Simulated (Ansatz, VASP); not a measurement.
## One calculation of FeSi, two programs

```
Fe Si
1.0
     4.49208    0.00000    0.00000
     0.00000    4.49208    0.00000
     0.00000    0.00000    4.49208
Fe Si
4 4
Direct
  0.13450 0.13450 0.13450
  0.36550 0.86550 0.63450
  0.63450 0.36550 0.86550
  0.86550 0.63450 0.36550
  0.84005 0.84005 0.84005
  0.65995 0.15995 0.34005
  0.34005 0.65995 0.15995
  0.15995 0.34005 0.65995
```

Alike in both runs: functional PBE; k mesh 8 × 8 × 8; occupations gaussian, width 0.01 eV; no spin polarisation.

Ansatz relaxed the structure, and its values are those at the end. VASP's run is a single point on that final structure, the one shown.

|  | VASP | Ansatz |
| --- | --- | --- |
| version | VASP 6.6.1 | Ansatz 0.2.0 |
| potentials or method | VASP PAW PBE potentials, release 64 (Fe, Si), cutoff 520 eV | scalar-relativistic, plane waves, PAW |
| valence electrons in the cell | 48 | 80 |

VASP gave:

- gap on the k mesh at the Fermi level (eV): 0.16
- least direct gap on the mesh (eV): 0.17
- pressure (GPa): -5.8
- rms of the force components (eV/Å): 0.014

Which values does Ansatz return?

gap on the k mesh at the Fermi level (eV): 0.17; least direct gap on the mesh (eV): 0.18; pressure (GPa): -6.0; rms of the force components (eV/Å): 0.001.

With one functional, cell and mesh, what is left measures potentials, basis and numerics. VASP's potentials hold 48 valence electrons a cell and Ansatz's 80, so a difference there can come from the potentials and not from the codes. Ansatz's warnings: stress scf threshold loose.
